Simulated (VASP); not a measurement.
Wanted: the native input for a VASP 6.6.1 run.

| Quantity | Value |
| --- | --- |
| Task | single point |
| Functional | PBE |
| Potentials or basis | VASP PAW PBE potentials, release 64 (Mg, H) |
| Cutoff | 520 eV |
| k mesh | 14 × 14 × 14 |
| Occupations | gaussian, width 0.1 eV |
| Spin | no spin polarisation |
| Dipole correction | no |
| Further INCAR settings | ALGO = Normal; EDIFF = 1e-06; NBANDS = 9 |

The structure of MgH2 lies in POSCAR:

```
MgH2
1.0
   -1.6816708153      1.6816708153      2.3802539274
    1.6816708153     -1.6816708153      2.3802539274
    1.6816708153      1.6816708153     -2.3802539274
Mg H
1 2
Direct
    0.0000000000      0.0000000000      0.0000000000
    0.2500000000      0.7500000000      0.5000000000
    0.7500000000      0.2500000000      0.5000000000
```

The input as run:

INCAR

```
SYSTEM = MgH2
PREC     = Accurate       ! precision mode
ENCUT    = 520            ! plane-wave cutoff, eV
EDIFF    = 1E-6           ! SCF threshold, eV
ISMEAR   = 0              ! smearing method
SIGMA    = 0.1            ! smearing width, eV
LREAL    = .False.        ! projectors in reciprocal space
LASPH    = .True.         ! aspherical terms in the spheres
NELM     = 100            ! most SCF steps
ALGO     = Normal         ! electronic algorithm
ISIF     = 2              ! what is computed and relaxed
LWAVE    = .False.        ! write WAVECAR
LCHARG   = .False.        ! write CHGCAR
GGA      = PE             ! functional
NBANDS   = 9              ! bands
```

KPOINTS

```
regular mesh
0
Gamma
  14 14 14
  0 0 0
```

Potentials or basis: VASP PAW PBE potentials, release 64 (Mg, H).

Run with:

```bash
$ cat potpaw_PBE.64/Mg/POTCAR potpaw_PBE.64/H/POTCAR > POTCAR
$ mpirun -np 1 vasp_std > vasp.out
```

Results of the run:

The pressure is -0.4 GPa. The band gap on the k mesh is zero (band 2 reaches 3.88 eV, above the bottom of band 3 at 2.60 eV).

Run time: 24 s on 1 thread of Intel(R) Xeon(R) 6975P-C (Granite Rapids), on a shared host, peak memory 0.2 GiB.
